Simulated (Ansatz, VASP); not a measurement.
Te in VASP and in Ansatz

```xyz
2
Lattice="3.9158 0.0000 0.0000 -1.9579 3.3912 0.0000 0.0000 0.0000 4.4233" Properties=species:S:1:pos:R:3 pbc="T T T"
Te    0.0000    2.2608    1.1058
Te    1.9579    1.1304    3.3175
```

Alike in both runs: functional PBEsol; k mesh 11 × 11 × 6; occupations fermi-dirac, width 0.1 eV; no spin polarisation.

Ansatz relaxed the structure, and its values are those at the end. VASP's run is a single point on that final structure, the one shown.

```csv
,VASP,Ansatz
version,VASP 6.6.1,Ansatz 0.2.0
potentials or method,"VASP PAW PBE potentials, release 64 (Te), cutoff 520 eV","plane waves (420 eV) with PAW, scalar-relativistic"
valence electrons in the cell,12,32
```

|  | VASP | Ansatz | Ansatz less VASP |
| --- | --- | --- | --- |
| pressure (GPa) | 0.0 | 0.0 | -0.02 |

VASP's potentials were made for PBE, not for PBEsol, and Ansatz warns of the same on its side. VASP's potentials hold 12 valence electrons a cell and Ansatz's 32, so a difference there can come from the potentials and not from the codes.

Neither program's run includes spin-orbit coupling.
